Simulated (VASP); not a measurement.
Runs of VASP 6.6.1 on CsCl. The structure is that of space group Pm-3m (No. 221), or close to it. The cells are those of the table. 

| task | cell | gap on the mesh (eV) | pressure (GPa) |
| --- | --- | --- | --- |
| relaxation of cell and atoms | relaxed to 7 GPa from a = 4.065 Å, 2 atoms | 4.75 | 7.0 |
| single point | a = 3.637 Å, 2 atoms | (b) | (a) |
| single point | a = 3.721 Å, 2 atoms | 4.56 | 10.3 |
| relaxation of cell and atoms | relaxed to 4 GPa from a = 4.065 Å, 2 atoms | 4.94 | 4.0 |

Alike in all rows: level PBEsol; potentials or basis VASP PAW PBE potentials, release 64 (Cs_sv, Cl); no spin polarisation; k mesh 6 × 6 × 6; cutoff (eV) 500; smearing gaussian 0.01 eV.

Problem. Fill in the values left out.

Solution. (a) 15.4; (b) 4.28.

Caveats: the PAW data sets were made with another functional, which shifts forces and pressure a little; spin-orbit coupling is left out, which moves the levels of the heavy elements; the cell is relaxed towards a set pressure, so the run minimises the enthalpy, not the energy (at least some runs); the cell stands under pressure (at least some runs).

A k mesh can miss the band edges, and the runs leave out spin-orbit coupling on Cs.
